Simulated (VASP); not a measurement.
# KCl in VASP: notebook

The runs below take KCl through single point, with PBEsol.

All numbers are computed with VASP 6.6.1; they aren't measurements. Logs are shortened: lines on timing, memory, paths and dates and some standing lists are left out, and cuts for length are marked.

### Step 1. The cell of the first run

It takes space group Pm-3m (No. 221, cubic). Conventional cell: a = 3.935 Å, b = 3.935 Å, c = 3.935 Å, α = 90.00°, β = 90.00°, γ = 90.00°. K (site symmetry m-3m) has 8 Cl at 3.41 Å and 6 K at 3.94 Å within 4.5 Å. Cl (site symmetry m-3m) has 8 K at 3.41 Å and 6 Cl at 3.94 Å within 4.5 Å.

### Step 2. Single point, PBEsol (strain +0.025 along x and y, +0.025 along z)

Input file INCAR:

```
  PREC = Accurate
  ENCUT = 520
  EDIFF = 1E-6
  ISMEAR = 0
  SIGMA = 0.05
  LREAL = False
  LASPH = True
  NELM = 100
  ALGO = Normal
  ISIF = 2
  LWAVE = False
  LCHARG = False
  GGA = PS
  NBANDS = 15
```

Input file KPOINTS:

```
Automatic mesh
0
Gamma
  6 6 6
```

Input file POSCAR:

```
KCl
1.0
    3.9351759000      0.0000000000      0.0000000000
    0.0000000000      3.9351759000      0.0000000000
    0.0000000000      0.0000000000      3.9351759000
K Cl
1 1
Direct
    0.0000000000      0.0000000000      0.0000000000
    0.5000000000      0.5000000000      0.5000000000
```

Potentials or basis: VASP PAW PBE potentials, release 64 (K_sv, Cl).

The run is started by

```bash
$ cat potpaw_PBE.64/K_sv/POTCAR potpaw_PBE.64/Cl/POTCAR > POTCAR
$ mpirun -np 1 vasp_std > vasp.out
```

OUTCAR:

```text
PREC = Accurate
   ENCUT = 520
   EDIFF = 1E-6
   ISMEAR = 0
   LREAL = False
   LASPH = True
   NELM = 100
   ISIF = 2
   GGA = PS

 ion  position               nearest neighbor table
   1  0.000  0.000  0.000-
   2  0.500  0.500  0.500-

  LATTYP: Found a simple cubic cell.
 ALAT       =     3.9351759000

  Lattice vectors:

 A1 = (   3.9351759000,   0.0000000000,   0.0000000000)
 A2 = (   0.0000000000,   3.9351759000,   0.0000000000)
 A3 = (   0.0000000000,   0.0000000000,   3.9351759000)

Analysis of symmetry for initial positions (statically):
=====================================================================
 Subroutine PRICEL returns:
 Original cell was already a primitive cell.

 Routine SETGRP: Setting up the symmetry group for a
 simple cubic supercell.

 Subroutine GETGRP returns: Found 48 space group operations
 (whereof 48 operations were pure point group operations)
 out of a pool of 48 trial point group operations.

The static configuration has the point symmetry O_h .

Analysis of symmetry for dynamics (positions and initial velocities):
=====================================================================
 Subroutine PRICEL returns:
 Original cell was already a primitive cell.

 Routine SETGRP: Setting up the symmetry group for a
 simple cubic supercell.

 Subroutine GETGRP returns: Found 48 space group operations
 (whereof 48 operations were pure point group operations)
 out of a pool of 48 trial point group operations.

The dynamic configuration has the point symmetry O_h .

 Subroutine INISYM returns: Found 48 space group operations
 (whereof 48 operations are pure point group operations),
 and found     1 'primitive' translations

----------------------------------------------------------------------------------------

                                     Primitive cell

  volume of cell :      60.9386

  direct lattice vectors                    reciprocal lattice vectors
     3.935175900  0.000000000  0.000000000     0.254118247  0.000000000  0.000000000
     0.000000000  3.935175900  0.000000000     0.000000000  0.254118247  0.000000000
     0.000000000  0.000000000  3.935175900     0.000000000  0.000000000  0.254118247

  length of vectors
     3.935175900  3.935175900  3.935175900     0.254118247  0.254118247  0.254118247

  position of ions in fractional coordinates (direct lattice)
     0.000000000  0.000000000  0.000000000
     0.500000000  0.500000000  0.500000000

  ion indices of the primitive-cell ions
   primitive index   ion index
                 1           1
                 2           2

----------------------------------------------------------------------------------------

 KPOINTS: Automatic mesh

Automatic generation of k-mesh.
 Grid dimensions read from file:
 generate k-points for:    6    6    6

 Generating k-lattice:

  Cartesian coordinates                     Fractional coordinates (reciprocal lattice)
     0.042353041  0.000000000  0.000000000     0.166666667  0.000000000  0.000000000
     0.000000000  0.042353041  0.000000000     0.000000000  0.166666667  0.000000000
     0.000000000  0.000000000  0.042353041     0.000000000  0.000000000  0.166666667

  Length of vectors
     0.042353041  0.042353041  0.042353041

  Shift w.r.t. Gamma in fractional coordinates (k-lattice)
     0.000000000  0.000000000  0.000000000

 Subroutine IBZKPT returns following result:
 ===========================================

 Found     20 irreducible k-points:

 Following reciprocal coordinates:
            Coordinates               Weight
  0.000000  0.000000  0.000000      1.000000
  0.166667  0.000000  0.000000      6.000000
  0.333333  0.000000  0.000000      6.000000
  0.500000  0.000000  0.000000      3.000000
  0.166667  0.166667  0.000000     12.000000
  0.333333  0.166667  0.000000     24.000000
[... 12 lines left out ...]
  0.500000  0.500000  0.333333      6.000000
  0.500000  0.500000  0.500000      1.000000
   k-points           NKPTS =     20   k-points in BZ     NKDIM =     20   number of bands    NBANDS=     15
   number of dos      NEDOS =    301   number of ions     NIONS =      2
   total plane-waves  NPLWV =  27000
   dimension x,y,z NGX =    30 NGY =   30 NGZ =   30
   dimension x,y,z NGXF=    60 NGYF=   60 NGZF=   60
   ions per type =               1   1
   NGX,Y,Z   is equivalent  to a cutoff of  12.67, 12.67, 12.67 a.u.
   NGXF,Y,Z  is equivalent  to a cutoff of  25.35, 25.35, 25.35 a.u.
 SYSTEM =  unknown system
   PREC   = accura    normal or accurate (medium, high low for compatibility)
   ISTART =      0    job   : 0-new  1-cont  2-samecut
   ICHARG =      2    charge: 1-file 2-atom 10-const
   ISPIN  =      1    spin polarized calculation?
   LNONCOLLINEAR =      F non collinear calculations
   LSORBIT =      F    spin-orbit coupling
   LASPH  =      T    aspherical Exc in radial PAW
   ENCUT  =  520.0 eV  38.22 Ry    6.18 a.u.   7.32  7.32  7.32*2*pi/ulx,y,z
   NELM   =    100;   NELMIN=  2; NELMDL= -5     # of ELM steps
   EDIFF  = 0.1E-05   stopping-criterion for ELM
   LREAL  =      F    real-space projection
   EDIFFG = 0.1E-04   stopping-criterion for IOM
   NSW    =      0    number of steps for IOM
   IBRION =     -1    ionic relax: 0-MD 1-quasi-New 2-CG
   NFREE  =      0    steps in history (QN), initial steepest desc. (CG)
   ISIF   =      2    stress and relaxation
   ISYM   =      2    0-nonsym 1-usesym 2-fastsym
   POTIM  = 0.5000    time-step for ionic-motion
   TEBEG  =    0.0;   TEEND  =   0.0 temperature during run
   PSTRESS=    0.0 pullay stress
   NELECT =      16.0000    total number of electrons
   NUPDOWN=      -1.0000    fix difference up-down
   EMIN   =  10.00;   EMAX   =-10.00  energy-range for DOS
   EFERMI =   0.00;   METHOD = LEGACY
   ISMEAR =     0;   SIGMA  =   0.05  broadening in eV -4-tet -1-fermi 0-gaus
   EFERMI_NEDOS =   21; number of points for ismear=-14 and -15
   IALGO  =     38    algorithm
   IMIX   =      4    mixing-type and parameters
     AMIX     =   0.40;   BMIX     =  1.00
     AMIX_MAG =   1.60;   BMIX_MAG =  1.00
  volume/ion in A,a.u.               =      30.47       205.62
  Fermi-wavevector in a.u.,A,eV,Ry     =   1.048296  1.980993 14.951781  1.098925
  Thomas-Fermi vector in A             =   2.183212
   LORBIT       =      0    0 simple, 1 ext, 2 COOP (PROOUT), +10 PAW based schemes
   GGA     = PS    functional components
   LHFCALC =     F    Hartree Fock is set to
   AEXX    =    0.0000 exact exchange contribution
   IVDW    =     0    specifies the selected vdW correction
   LEPSILON=     F    determine dielectric tensor
   LRPA    =     F    only Hartree local field effects (RPA)
 non-spin polarized calculation
 Gauss-broadening in eV      SIGMA  =   0.05
  energy-cutoff  :      520.00
  volume of cell :       60.94
 maximum number of plane-waves:      1662
 NGX is ok and might be reduce to    30
   NGX = 15   NGY = 15   NGZ = 15

 number of electron      15.9999993 magnetization

 Free energy of the ion-electron system (eV)
  ---------------------------------------------------
  ext. energy  EPLUGINS =         0.00000000
  ---------------------------------------------------
  free energy    TOTEN  =        -6.84579212 eV

  energy without entropy =       -6.84579212  energy(sigma->0) =       -6.84579212

 E-fermi :  -1.0158     XC(G=0):  -7.9363

 val. band max:       -1.2398720538   @ k =   0.5000   0.5000   0.0000
 cond. band min:       3.1078172022   @ k =   0.0000   0.0000   0.0000
 fundamental gap:      4.3476892560
 Fermi energy:        -1.0157679275

 k-point     1 :       0.0000    0.0000    0.0000
  band No.  band energies     occupation
      1     -29.2743      2.00000
      2     -13.6585      2.00000
      3     -12.7356      2.00000
      4     -12.7356      2.00000
      5     -12.7356      2.00000
      6      -1.4325      2.00000
      7      -1.4325      2.00000
      8      -1.4325      2.00000
      9       3.1078      0.00000
     10       5.2637      0.00000
     11       5.2637      0.00000
     12       9.1811      0.00000
     13       9.1811      0.00000
     14       9.1811      0.00000
     15      12.0519      0.00000

 k-point     2 :       0.1667    0.0000    0.0000
  band No.  band energies     occupation
      1     -29.2708      2.00000
      2     -13.6972      2.00000
      3     -12.7297      2.00000
      4     -12.7297      2.00000
      5     -12.7043      2.00000
      6      -1.8679      2.00000
      7      -1.4302      2.00000
      8      -1.4302      2.00000
      9       3.6886      0.00000
     10       5.4763      0.00000
     11       5.7276      0.00000
     12       9.0701      0.00000
     13       9.0701      0.00000
     14       9.2975      0.00000
     15      11.1229      0.00000

 k-point     3 :       0.3333    0.0000    0.0000
  band No.  band energies     occupation
      1     -29.2637      2.00000
      2     -13.7749      2.00000
      3     -12.7179      2.00000
      4     -12.7179      2.00000
      5     -12.6381      2.00000
      6      -2.5590      2.00000
      7      -1.4263      2.00000
      8      -1.4263      2.00000
      9       4.9219      0.00000
     10       6.0532      0.00000
     11       6.5278      0.00000
     12       8.9460      0.00000
     13       8.9460      0.00000
     14       9.5646      0.00000
     15       9.5646      0.00000

 k-point     4 :       0.5000    0.0000    0.0000
  band No.  band energies     occupation
      1     -29.2602      2.00000
      2     -13.8136      2.00000
      3     -12.7120      2.00000
      4     -12.7120      2.00000
      5     -12.6033      2.00000
      6      -2.8514      2.00000
      7      -1.4246      2.00000
      8      -1.4246      2.00000
      9       5.9405      0.00000
     10       6.4884      0.00000
     11       6.5317      0.00000
     12       8.7058      0.00000
     13       8.9467      0.00000
     14       8.9467      0.00000
     15       9.7219      0.00000
[... 235 lines left out ...]
 k-point    18 :       0.5000    0.3333    0.3333
  band No.  band energies     occupation
      1     -29.2406      2.00000
      2     -13.4148      2.00000
      3     -12.8563      2.00000
      4     -12.8431      2.00000
      5     -12.8343      2.00000
      6      -2.4150      2.00000
      7      -2.1929      2.00000
      8      -2.1159      2.00000
      9       6.3097      0.00000
     10       6.8917      0.00000
     11       7.1603      0.00000
     12       7.9090      0.00000
     13       8.1568      0.00000
     14       8.3975      0.00000
     15      10.7055      0.00000

 k-point    19 :       0.5000    0.5000    0.3333
  band No.  band energies     occupation
      1     -29.2374      2.00000
      2     -13.3538      2.00000
      3     -12.8844      2.00000
      4     -12.8844      2.00000
      5     -12.8300      2.00000
      6      -2.3955      2.00000
      7      -2.3955      2.00000
      8      -2.1592      2.00000
      9       6.3333      0.00000
     10       7.2367      0.00000
     11       7.2367      0.00000
     12       7.6719      0.00000
     13       8.5372      0.00000
     14       8.5372      0.00000
     15      10.6616      0.00000

 k-point    20 :       0.5000    0.5000    0.5000
  band No.  band energies     occupation
      1     -29.2342      2.00000
      2     -13.3250      2.00000
      3     -12.8745      2.00000
      4     -12.8745      2.00000
      5     -12.8745      2.00000
      6      -2.4131      2.00000
      7      -2.4131      2.00000
      8      -2.4131      2.00000
      9       7.1835      0.00000
     10       7.1835      0.00000
     11       7.1835      0.00000
     12       8.2690      0.00000
     13       8.2690      0.00000
     14       8.2690      0.00000
     15      10.6775      0.00000

------------------------ aborting loop because EDIFF is reached ----------------------------------------

  FORCE on cell =-STRESS in cart. coord.  units (eV):
  Direction    XX          YY          ZZ          XY          YZ          ZX
  --------------------------------------------------------------------------------------
  -------------------------------------------------------------------------------------
  Total       -0.8787763     -0.8787763     -0.8787763      0.0000000      0.0000000     -0.0000000
  in kB      -23.1044947    -23.1044947    -23.1044947      0.0000000      0.0000000     -0.0000000
  external PRESSURE =     -23.1044947 kB  Pullay stress =       0.0000000 kB

 VOLUME and BASIS-vectors are now :
 -----------------------------------------------------------------------------
  energy-cutoff  :      520.00
  volume of cell :       60.94
      direct lattice vectors                 reciprocal lattice vectors
     3.935175900  0.000000000  0.000000000     0.254118247  0.000000000  0.000000000
     0.000000000  3.935175900  0.000000000     0.000000000  0.254118247  0.000000000
     0.000000000  0.000000000  3.935175900     0.000000000  0.000000000  0.254118247

 POSITION                                       TOTAL-FORCE (eV/Angst)
 -----------------------------------------------------------------------------------
      0.00000      0.00000      0.00000         0.000000      0.000000      0.000000
      1.96759      1.96759      1.96759         0.000000      0.000000      0.000000
 -----------------------------------------------------------------------------------
    total drift:                                0.000000      0.000000     -0.000000

  FREE ENERGIE OF THE ION-ELECTRON SYSTEM (eV)
  ---------------------------------------------------
  free  energy   TOTEN  =        -6.8457921173 eV

  energy  without entropy=       -6.8457921173  energy(sigma->0) =       -6.84579212
```

It took 29 s on 1 thread of Intel Xeon 8259CL, shared host; peak memory 0.17 GiB.

What came out:

* Free energy: -6.8458 eV
* Pressure: -2.3 GPa
* Band gap on the k mesh: 4.35 eV, indirect (least direct gap 4.54 eV)

Caveat: the cell differs from its parent crystal (strain +0.025 along x and y, +0.025 along z); the PAW data sets were made with another functional, which shifts forces and pressure a little. A k mesh can miss the band edges.

### Step 3. Single point, PBEsol (strain +0.050 along x and y, +0.050 along z)

Input file INCAR:

```
PREC = Accurate ; ENCUT = 520
EDIFF = 1E-7 ; ISMEAR = 0
SIGMA = 0.05 ; LREAL = F
LASPH = T ; NELM = 100
ALGO = Normal ; ISIF = 2
LWAVE = F ; LCHARG = F
GGA = PS ; NBANDS = 15
```

Input file KPOINTS:

```
regular mesh
0
Gamma
  6 6 6
```

Input file POSCAR:

```
KCl
1.0
    4.0311558000      0.0000000000      0.0000000000
    0.0000000000      4.0311558000      0.0000000000
    0.0000000000      0.0000000000      4.0311558000
K Cl
1 1
Direct
    0.0000000000      0.0000000000      0.0000000000
    0.5000000000      0.5000000000      0.5000000000
```

Potentials or basis: VASP PAW PBE potentials, release 64 (K_sv, Cl).

The run is started by

```bash
$ cat potpaw_PBE.64/K_sv/POTCAR potpaw_PBE.64/Cl/POTCAR > POTCAR
$ mpirun -np 1 vasp_std > vasp.out
```

Run time: 30 s. Hardware: 1 thread of Intel Xeon 8259CL, shared host; peak memory 0.17 GiB.

Results (log left out):

| Item | Value |
| --- | --- |
| Free energy | -6.7728 eV |
| Pressure | -2.9 GPa |
| Band gap on the k mesh | 4.11 eV, indirect (least direct gap 4.29 eV) |

Levels at points of the mesh, in eV from the valence-band top:
| k point | band 4 | band 5 | band 6 | band 7 | band 8 | band 9 | band 10 | band 11 | band 12 | band 13 |
| --- | --- | --- | --- | --- | --- | --- | --- | --- | --- | --- |
| (0.00, 0.00, 0.00) | -11.66 | -11.66 | -0.18 | -0.18 | -0.18 | 4.11 | 6.53 | 6.53 | 10.21 | 10.21 |
| (0.50, 0.00, 0.00) | -11.64 | -11.52 | -1.44 | -0.16 | -0.16 | 6.87 | 7.35 | 7.70 | 9.89 | 9.93 |
| (0.50, 0.50, 0.00) | -11.80 | -11.63 | -1.00 | -1.00 | 0.00 | 5.93 | 6.96 | 8.70 | 8.70 | 10.07 |
| (0.50, 0.50, 0.50) | -11.77 | -11.77 | -1.03 | -1.03 | -1.03 | 8.21 | 8.21 | 8.21 | 9.21 | 9.21 |

Caveat: the cell differs from its parent crystal (strain +0.050 along x and y, +0.050 along z); the PAW data sets were made with another functional, which shifts forces and pressure a little.

### Step 4. Single point, PBEsol (strain -0.050 along x and y, -0.025 along z)

Input file INCAR:

```
  ALGO = Normal
  EDIFF = 1E-7
  ENCUT = 520
  GGA = PS
  ISIF = 2
  ISMEAR = 0
  LASPH = T
  LCHARG = F
  LREAL = F
  LWAVE = F
  NBANDS = 15
  NELM = 80
  PREC = Accurate
  SIGMA = 0.05
```

Input file KPOINTS:

```
k-points
0
Gamma
  6 6 6
```

Input file POSCAR:

```
KCl
1.0
    3.6472362000      0.0000000000      0.0000000000
    0.0000000000      3.6472362000      0.0000000000
    0.0000000000      0.0000000000      3.7432161000
K Cl
1 1
Direct
    0.0000000000      0.0000000000      0.0000000000
    0.5000000000      0.5000000000      0.5000000000
```

The run is started by

```bash
$ cat potpaw_PBE.64/K_sv/POTCAR potpaw_PBE.64/Cl/POTCAR > POTCAR
$ mpirun -np 1 vasp_std > vasp.out
```

It took 41 s on 1 thread of Intel Xeon 8259CL, shared host; peak memory 0.17 GiB.

The run converged. Its results:

| Property | Result |
| --- | --- |
| Free energy | -6.9017 eV |
| Pressure | 1.2 GPa |
| Band gap on the k mesh | 5.12 eV, indirect (least direct gap 5.34 eV) |

Stress tensor (GPa, compression positive):
```
1.67 0.00 0.00
0.00 1.67 0.00
0.00 0.00 0.41
```

Levels at points of the mesh, in eV from the valence-band top:
```tsv
k point	band 5	band 6	band 7	band 8	band 9	band 10	band 11	band 12
(0.00, 0.00, 0.00)	-11.16	-0.38	-0.22	-0.22	5.12	6.18	6.29	10.83
(0.50, 0.00, 0.00)	-11.01	-2.23	-0.44	-0.25	7.82	8.11	8.88	9.96
(0.50, 0.50, 0.00)	-11.08	-1.47	-1.47	-0.13	6.08	7.09	8.73	8.73
(0.00, 0.00, 0.50)	-10.96	-2.21	-0.29	-0.29	7.76	8.11	8.68	9.99
(0.50, 0.00, 0.50)	-11.08	-1.51	-1.43	0.00	6.03	7.32	8.96	9.04
(0.50, 0.50, 0.50)	-11.38	-1.74	-1.74	-1.69	8.93	9.05	9.05	10.19
```

Caveat: the cell differs from its parent crystal (strain -0.050 along x and y, -0.025 along z); the PAW data sets were made with another functional, which shifts forces and pressure a little. A k mesh can miss the band edges.

### Step 5. Summary

```tsv
cell	gap on the mesh (eV)	pressure (GPa)
a = 3.935 Å, 2 atoms	4.35	-2.3
a = 4.031 Å, 2 atoms	4.11	-2.9
a = 3.647, b = 3.647, c = 3.743 Å, 2 atoms	5.12	1.2
```

Alike in all rows: task single point; level PBEsol; potentials or basis VASP PAW PBE potentials, release 64 (K_sv, Cl); no spin polarisation; k mesh 6 × 6 × 6; cutoff (eV) 520; smearing gaussian 0.05 eV.

Caveats: the PAW data sets were made with another functional, which shifts forces and pressure a little.

Total energies depend on the potentials used, so only differences within one code and one set of settings carry meaning.
